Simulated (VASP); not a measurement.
# Cu (I4/mmm) in VASP: single point with r2SCAN

Aim: the single point of Cu with r2SCAN.

Program: VASP 6.6.1. These are calculated values, not measurements. Logs are shortened: lines on timing, memory, paths and dates and some standing lists are left out, and cuts for length are marked.

## 1. The cell of the first run

The structure is tetragonal, space group I4/mmm (No. 139). The conventional cell has a = 2.630 Å, b = 2.630 Å, c = 3.362 Å, α = 90.00°, β = 90.00°, γ = 90.00°. Within 3.3 Å of Cu (site symmetry 4/mmm) lie 12 Cu at 2.51 to 2.63 Å.

## 2. Single point, r2SCAN (biaxial strain in the a-b plane: +4.0 %, then relaxed in part)

Contents of POSCAR:

```
Cu
1.0
    1.8598643612      1.8598643612      0.0000000000
   -1.8598643612      1.8598643612      0.0000000000
    0.0000000000      0.0000000000      3.3615956659
Cu
2
Direct
    0.0000000000      0.0000000000      0.0000000000
    0.5000000000      0.5000000000      0.5000000000
```

Contents of INCAR.step1:

```
SYSTEM = Cu
ALGO = Normal
EDIFF = 1E-4
ENCUT = 520
GGA = PE
ISMEAR = 0
LASPH = .True.
LCHARG = .False.
LREAL = .False.
LWAVE = .True.
NBANDS = 18
NELM = 80
PREC = Accurate
SIGMA = 0.1
```

Contents of INCAR.step2:

```
SYSTEM = Cu
ALGO = Normal
EDIFF = 1E-6
ENCUT = 520
ISIF = 2
ISMEAR = 0
ISTART = 1
LASPH = .True.
LCHARG = .False.
LMIXTAU = .True.
LREAL = .False.
LWAVE = .False.
METAGGA = R2SCAN
NBANDS = 18
NELM = 80
PREC = Accurate
SIGMA = 0.1
```

Contents of KPOINTS:

```
k-points
0
Gamma
  20 20 14
  0 0 0
```

Potentials or basis: VASP PAW PBE potentials, release 64 (Cu).

On the command line:

```
$ cat potpaw_PBE.64/Cu/POTCAR > POTCAR
$ cp INCAR.step1 INCAR
$ mpirun -np 1 vasp_std > vasp.out
$ cp INCAR.step2 INCAR
$ mpirun -np 1 vasp_std > vasp.out
```

OUTCAR:

```text
SYSTEM = Cu
   EDIFF = 1E-6
   ENCUT = 520
   ISIF = 2
   ISMEAR = 0
   ISTART = 1
   LASPH = .True.
   LREAL = .False.
   METAGGA = R2SCAN
   NELM = 80
   PREC = Accurate

 ion  position               nearest neighbor table
   1  0.000  0.000  0.000-   2 2.51   2 2.51   2 2.51   2 2.51   2 2.51   2 2.51   2 2.51   2 2.51

   2  0.500  0.500  0.500-   1 2.51   1 2.51   1 2.51   1 2.51   1 2.51   1 2.51   1 2.51   1 2.51

  LATTYP: Found a simple tetragonal cell.
 ALAT       =     2.6302454038
 C/A-ratio  =     1.2780540025

  Lattice vectors:

 A1 = (   1.8598643612,   1.8598643612,   0.0000000000)
 A2 = (  -1.8598643612,   1.8598643612,   0.0000000000)
 A3 = (   0.0000000000,   0.0000000000,   3.3615956659)

Analysis of symmetry for initial positions (statically):
=====================================================================
 Subroutine PRICEL returns following result:

  LATTYP: Found a body centered tetragonal cell.
 ALAT       =     2.6302454038
 C/A-ratio  =     1.2780540025

  Lattice vectors:

 A1 = (   0.0000000000,  -1.8598643612,  -1.6807978330)
 A2 = (   0.0000000000,   1.8598643612,  -1.6807978329)
 A3 = (   1.8598643612,   0.0000000000,   1.6807978330)

   2 primitive cells build up your supercell.

 Routine SETGRP: Setting up the symmetry group for a
 simple tetragonal supercell.

 Subroutine GETGRP returns: Found 16 space group operations
 (whereof 16 operations were pure point group operations)
 out of a pool of 16 trial point group operations.

The static configuration has the point symmetry D_4h.

Analysis of symmetry for dynamics (positions and initial velocities):
=====================================================================
 Subroutine PRICEL returns following result:

  LATTYP: Found a body centered tetragonal cell.
 ALAT       =     2.6302454038
 C/A-ratio  =     1.2780540025

  Lattice vectors:

 A1 = (   0.0000000000,  -1.8598643612,  -1.6807978330)
 A2 = (   0.0000000000,   1.8598643612,  -1.6807978329)
 A3 = (   1.8598643612,   0.0000000000,   1.6807978330)

   2 primitive cells build up your supercell.

 Routine SETGRP: Setting up the symmetry group for a
 simple tetragonal supercell.

 Subroutine GETGRP returns: Found 16 space group operations
 (whereof 16 operations were pure point group operations)
 out of a pool of 16 trial point group operations.
[... 88 lines left out ...]
   NGXF,Y,Z  is equivalent  to a cutoff of  25.28, 25.28, 27.69 a.u.
 SYSTEM =  Cu
   PREC   = accura    normal or accurate (medium, high low for compatibility)
   ISTART =      1    job   : 0-new  1-cont  2-samecut
   ICHARG =      0    charge: 1-file 2-atom 10-const
   ISPIN  =      1    spin polarized calculation?
   LNONCOLLINEAR =      F non collinear calculations
   LSORBIT =      F    spin-orbit coupling
   LASPH  =      T    aspherical Exc in radial PAW
   ENCUT  =  520.0 eV  38.22 Ry    6.18 a.u.   4.89  4.89  6.25*2*pi/ulx,y,z
   NELM   =     80;   NELMIN=  2; NELMDL=  0     # of ELM steps
   EDIFF  = 0.1E-05   stopping-criterion for ELM
   LREAL  =      F    real-space projection
   EDIFFG = 0.1E-04   stopping-criterion for IOM
   NSW    =      0    number of steps for IOM
   IBRION =     -1    ionic relax: 0-MD 1-quasi-New 2-CG
   NFREE  =      0    steps in history (QN), initial steepest desc. (CG)
   ISIF   =      2    stress and relaxation
   ISYM   =      2    0-nonsym 1-usesym 2-fastsym
   POTIM  = 0.5000    time-step for ionic-motion
   TEBEG  =    0.0;   TEEND  =   0.0 temperature during run
   PSTRESS=    0.0 pullay stress
   NELECT =      22.0000    total number of electrons
   NUPDOWN=      -1.0000    fix difference up-down
   EMIN   =  10.00;   EMAX   =-10.00  energy-range for DOS
   EFERMI =   0.00;   METHOD = LEGACY
   ISMEAR =     0;   SIGMA  =   0.10  broadening in eV -4-tet -1-fermi 0-gaus
   EFERMI_NEDOS =   21; number of points for ismear=-14 and -15
   IALGO  =     38    algorithm
   IMIX   =      4    mixing-type and parameters
     AMIX     =   0.40;   BMIX     =  1.00
     AMIX_MAG =   1.60;   BMIX_MAG =  1.00
  volume/ion in A,a.u.               =      11.63        78.47
  Fermi-wavevector in a.u.,A,eV,Ry     =   1.607076  3.036933 35.139670  2.582693
  Thomas-Fermi vector in A             =   2.703162
   LORBIT       =      0    0 simple, 1 ext, 2 COOP (PROOUT), +10 PAW based schemes
   METAGGA = R2SCAN    functional components
   LHFCALC =     F    Hartree Fock is set to
   AEXX    =    0.0000 exact exchange contribution
   IVDW    =     0    specifies the selected vdW correction
   LEPSILON=     F    determine dielectric tensor
   LRPA    =     F    only Hartree local field effects (RPA)
 non-spin polarized calculation
 Gauss-broadening in eV      SIGMA  =   0.10
  energy-cutoff  :      520.00
  volume of cell :       23.26
 maximum number of plane-waves:       644
 NGX is ok and might be reduce to    20
   NGX =  9   NGY =  9   NGZ = 13

 number of electron      22.0000031 magnetization

 Free energy of the ion-electron system (eV)
  ---------------------------------------------------
  ext. energy  EPLUGINS =         0.00000000
  ---------------------------------------------------
  free energy    TOTEN  =       -21.63363782 eV

  energy without entropy =      -21.63056810  energy(sigma->0) =      -21.63210296

 E-fermi :   7.6269     XC(G=0): -13.8503

 val. band max:        7.6050773065   @ k =   0.4000   0.2500   0.3571
 cond. band min:       7.6321298133   @ k =   0.4000   0.2000   0.4286
 fundamental gap:      0.0270525067
 Fermi energy:         7.6268697257

 k-point     1 :       0.0000    0.0000    0.0000
  band No.  band energies     occupation
      1      -2.2005      2.00000
      2       2.5077      2.00000
      3       2.8647      2.00000
      4       4.2722      2.00000
      5       4.2722      2.00000
      6       4.7268      2.00000
[... 481 lines left out ...]
      5       4.5844      2.00000
      6       4.7738      2.00000
[... 10 lines left out ...]
     17      28.3191      0.00000
     18      28.5982      0.00000

 [... further k-points ...]
[... 5 lines left out ...]
  --------------------------------------------------------------------------------------
  -------------------------------------------------------------------------------------
  Total       -0.4115252     -0.4115252      0.0933575      0.0000000      0.0000000      0.0000000
  in kB      -28.3510408    -28.3510408      6.4316405      0.0000000      0.0000000      0.0000000
  external PRESSURE =     -16.7568137 kB  Pullay stress =       0.0000000 kB

 VOLUME and BASIS-vectors are now :
 -----------------------------------------------------------------------------
  energy-cutoff  :      520.00
  volume of cell :       23.26
      direct lattice vectors                 reciprocal lattice vectors
     1.859864361  1.859864361  0.000000000     0.268836809  0.268836809  0.000000000
    -1.859864361  1.859864361  0.000000000    -0.268836809  0.268836809  0.000000000
     0.000000000  0.000000000  3.361595666     0.000000000  0.000000000  0.297477775

 POSITION                                       TOTAL-FORCE (eV/Angst)
 -----------------------------------------------------------------------------------
      0.00000      0.00000      0.00000        -0.000000      0.000000     -0.000000
      0.00000      1.85986      1.68080         0.000000     -0.000000      0.000000
 -----------------------------------------------------------------------------------
    total drift:                               -0.000000      0.000000      0.000000

  FREE ENERGIE OF THE ION-ELECTRON SYSTEM (eV)
  ---------------------------------------------------
  free  energy   TOTEN  =       -21.6336378242 eV

  energy  without entropy=      -21.6305680958  energy(sigma->0) =      -21.63210296
```

It took 9.3 min on 1 thread of Intel Xeon Platinum 8488C (Sapphire Rapids), shared host; peak memory 0.28 GiB.

What came out:

```yaml
Free_energy: -21.6336 eV
Pressure: -1.7 GPa
Band_gap_on_the_k_mesh: zero (band 11 reaches 14.08 eV, above the bottom of band 12 at 5.39 eV)
```

Levels at points of the mesh, in eV from the Fermi level:
```tsv
k point	band 7	band 8	band 9	band 10	band 11	band 12	band 13	band 14	band 15	band 16
(0.00, 0.00, 0.00)	-2.65	-2.19	-1.81	-1.61	-1.61	3.23	9.41	12.22	12.22	16.89
(0.50, 0.00, 0.00)	-2.80	-2.80	-2.45	-2.45	-0.68	-0.68	11.30	11.30	13.03	13.03
(0.50, 0.50, 0.00)	-1.80	-1.80	-1.51	-1.51	0.80	0.80	6.61	6.61	14.80	14.80
(0.00, 0.00, 0.50)	-2.66	-2.66	-2.51	-2.51	-2.24	-2.24	17.06	17.06	17.06	17.06
(0.50, 0.00, 0.50)	-1.90	-1.90	-1.68	-1.68	-1.09	-1.09	4.07	4.07	20.96	20.96
(0.50, 0.50, 0.50)	-2.37	-2.37	-1.80	-1.80	6.45	6.45	6.45	6.45	8.03	8.03
```

Caveat: the cell differs from its parent crystal (biaxial strain in the a-b plane: +4.0 %, then relaxed in part); the PAW data sets were made with another functional, which shifts forces and pressure a little.
